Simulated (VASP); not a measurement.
A run of VASP 6.6.1 is set up as follows.

Contents of INCAR:

```
SYSTEM = Hf
ALGO = Normal
EDIFF = 1E-6
ENCUT = 520
GGA = CA
ISIF = 2
ISMEAR = -1
LASPH = .True.
LCHARG = .False.
LREAL = .False.
LWAVE = .False.
NBANDS = 17
NELM = 100
PREC = Accurate
SIGMA = 0.05
```

File KPOINTS:

```
k-points
0
Gamma
  8 8 4
  0 0 0
```

Contents of POSCAR:

```
Hf
1.0
    3.1110803938      0.0000000000      0.0000000000
   -1.5555401969      2.6942746542      0.0000000000
    0.0000000000      0.0000000000      4.9218365621
Hf
2
Direct
    0.3333333333      0.6666666667      0.2500000000
    0.6666666667      0.3333333333      0.7500000000
```

Potentials or basis: VASP PAW LDA potentials, release 64 (Hf_pv).

Run with:

```bash
$ cat potpaw_LDA.64/Hf_pv/POTCAR > POTCAR
$ mpirun -np 1 vasp_std > vasp.out
```

What does it give for the pressure?

1.4 GPa.

Predict the band gap on the k mesh.

zero (band 10 reaches 6.50 eV, above the bottom of band 11 at 5.27 eV).

Caveat: spin-orbit coupling is left out, which moves the levels of the heavy elements.
